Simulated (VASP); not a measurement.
Set up this calculation in VASP 6.6.1, as the native input.

| Item | Value |
| --- | --- |
| Task | relaxation of cell and atoms |
| Functional | PBE |
| Potentials or basis | VASP PAW PBE potentials, release 64 (K_sv) |
| Cutoff | 600 eV |
| k mesh | 8 × 8 × 4 |
| Occupations | fermi-dirac, width 0.1 eV |
| Spin | no spin polarisation |
| Dipole correction | no |
| Further INCAR settings | ALGO = Normal; EDIFF = 1e-07; IBRION = 2; EDIFFG = -0.01; NSW = 80; ISIF = 3 |

The structure of K lies in POSCAR:

```
K
1.0
    4.6549393048      0.0000000000      0.0000000000
   -2.3274696524      4.0312956910      0.0000000000
    0.0000000000      0.0000000000      7.6015158847
K
2
Direct
    0.3333333333      0.6666666667      0.2500000000
    0.6666666667      0.3333333333      0.7500000000
```

This isn't the form of K at room conditions, which is bcc.

The input as run:

INCAR

```
PREC = Accurate
ENCUT = 600
EDIFF = 1E-7
ISMEAR = -1
SIGMA = 0.1
LREAL = F
LASPH = T
NELM = 80
ALGO = Normal
ISIF = 3
LWAVE = F
LCHARG = F
GGA = PE
IBRION = 2
NSW = 80
EDIFFG = -0.01
```

KPOINTS

```
regular mesh
0
Gamma
  8 8 4
```

Potentials or basis: VASP PAW PBE potentials, release 64 (K_sv).

Command:

```console
$ cat potpaw_PBE.64/K_sv/POTCAR > POTCAR
$ mpirun -np 1 vasp_std > vasp.out
```

It gave:

* Relaxed volume: 74.12 Å³/atom
* Relaxed cell: a = 4.717 Å, b = 4.717 Å, c = 7.695 Å, α = 90.00°, β = 90.00°, γ = 120.00°
* Space group after relaxing (to 0.1 Å): P6_3/mmc (No. 194)
* Energy gained by relaxing: 1.3 meV/atom
* Ionic steps: 3
* Pressure after relaxing: 0.0 GPa
* Band gap on the k mesh: zero (bands 9 and 10 overlap by 2.46 eV)

Run time: 82 s on 1 thread of Intel(R) Xeon(R) 6975P-C (Granite Rapids), with other jobs on the host, peak memory 0.33 GiB.
